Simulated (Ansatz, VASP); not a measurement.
## C in VASP and in Ansatz

The input INCAR:

```
PREC = Accurate ; ENCUT = 520
EDIFF = 1E-7 ; ISMEAR = 0
SIGMA = 0.05 ; LREAL = F
LASPH = T ; NELM = 100
ALGO = Normal ; ISIF = 2
LWAVE = F ; LCHARG = F
NBANDS = 26
```

The input KPOINTS:

```
Automatic mesh
0
Gamma
  8 8 8
```

The input POSCAR:

```
C
1.0
   -2.4827102475      2.4827102475      2.3380863495
    2.4827102475     -2.4827102475      2.3380863495
    2.4827102475      2.4827102475     -2.3380863495
C
8
Direct
    0.3254710859      0.0000000000      0.0000000000
    0.6745289141      0.6745289141      0.6745289141
    0.0000000000      0.3254710859      0.0000000000
    0.0000000000      0.0000000000      0.3254710859
    0.0000000000      0.6745289141      0.0000000000
    0.3254710859      0.3254710859      0.3254710859
    0.6745289141      0.0000000000      0.0000000000
    0.0000000000      0.0000000000      0.6745289141
```

Input for Ansatz:

```yaml
crystal:
  lattice:
    - [-2.4827102475, 2.4827102475, 2.3380863495]
    - [2.4827102475, -2.4827102475, 2.3380863495]
    - [2.4827102475, 2.4827102475, -2.3380863495]
  atoms:
    - { symbol: C, position: [0.3254710859, 0.0, 0.0] }
    - { symbol: C, position: [0.6745289141, 0.6745289141, 0.6745289141] }
    - { symbol: C, position: [0.0, 0.3254710859, 0.0] }
    - { symbol: C, position: [0.0, 0.0, 0.3254710859] }
    - { symbol: C, position: [0.0, 0.6745289141, 0.0] }
    - { symbol: C, position: [0.3254710859, 0.3254710859, 0.3254710859] }
    - { symbol: C, position: [0.6745289141, 0.0, 0.0] }
    - { symbol: C, position: [0.0, 0.0, 0.6745289141] }
basis:
  ecutwfc: 420
kpoints:
  mp_grid: { grid: [8, 8, 8] }
hamiltonian:
  xc: lda
scf:
  occupations: { method: gaussian, width: 0.05 }
output:
  forces: true
  stress: true
  eigenvalues: true
```

Change from the starting cell: strain +0.030 along x and y, -0.030 along z, atoms carried along.

Alike in both runs: task single point; functional LDA; k mesh 8 × 8 × 8; occupations gaussian, width 0.05 eV; no spin polarisation.

|  | VASP | Ansatz |
| --- | --- | --- |
| version | VASP 6.6.1 | Ansatz 0.2.0 |
| potentials or method | VASP PAW LDA potentials, release 64 (C), cutoff 520 eV | scalar-relativistic, plane waves, PAW |
| valence electrons in the cell | 32 | 32 |

Ansatz gave:

* gap on the k mesh at the Fermi level (eV): 2.20
* least direct gap on the mesh (eV): 3.14
* pressure (GPa): -8.2
* traceless stress, the component that is largest in VASP (GPa): 23.67
* rms of the force components (eV/Å): 0.709

Estimate VASP's values.

gap on the k mesh at the Fermi level (eV): 2.19; least direct gap on the mesh (eV): 3.13; pressure (GPa): -7.1; traceless stress, the component that is largest in VASP (GPa): 23.84; rms of the force components (eV/Å): 0.721.

LDA's correlation is that of Perdew and Zunger in VASP and of Perdew and Wang (1992) in Ansatz. Atom by atom the forces differ by 0.027 eV/Å (rms over components).
